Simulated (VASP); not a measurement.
Input of a VASP 6.6.1 run:

POSCAR

```
Nb
1.0
    2.7084770350      0.0000000000      0.0000000000
    0.0000000000      2.7084770350      0.0000000000
    0.0000000000      0.0000000000      2.7084770350
Nb
1
Direct
    0.0000000000      0.0000000000      0.0000000000
```

The input INCAR.step1:

```
SYSTEM = Nb
PREC = Accurate
ENCUT = 520
ISMEAR = -1
SIGMA = 0.05
LREAL = .False.
LASPH = .True.
NELM = 150
ISPIN = 2
MAGMOM = 1
LMAXMIX = 4
NBANDS = 16
GGA = PE
ALGO = Normal
EDIFF = 1E-4
LWAVE = .True.
LCHARG = .False.
```

File INCAR.step2:

```
SYSTEM = Nb
PREC = Accurate
ENCUT = 520
EDIFF = 1E-7
ISMEAR = -1
SIGMA = 0.05
LREAL = .False.
LASPH = .True.
NELM = 150
ALGO = Normal
ISIF = 2
LWAVE = .False.
LCHARG = .True.
ISPIN = 2
MAGMOM = 1
LORBIT = 11
LMAXMIX = 4
METAGGA = R2SCAN
LMIXTAU = .True.
LELF = .True.
LVHAR = .True.
NBANDS = 16
ISTART = 1
```

File KPOINTS:

```
Automatic mesh
0
Gamma
  12 12 12
  0 0 0
```

Potentials or basis: VASP PAW PBE potentials, release 64 (Nb_sv).

Launch:

```console
$ cat potpaw_PBE.64/Nb_sv/POTCAR > POTCAR
$ cp INCAR.step1 INCAR
$ mpirun -np 1 vasp_std > vasp.out
$ cp INCAR.step2 INCAR
$ mpirun -np 1 vasp_std > vasp.out
```

(1) Estimate the pressure.

(2) Estimate the net moment.

## Answers

(1) -0.1 GPa.

(2) 0.00 μB per cell.

Caveat: the PAW data sets were made with another functional, which shifts forces and pressure a little.
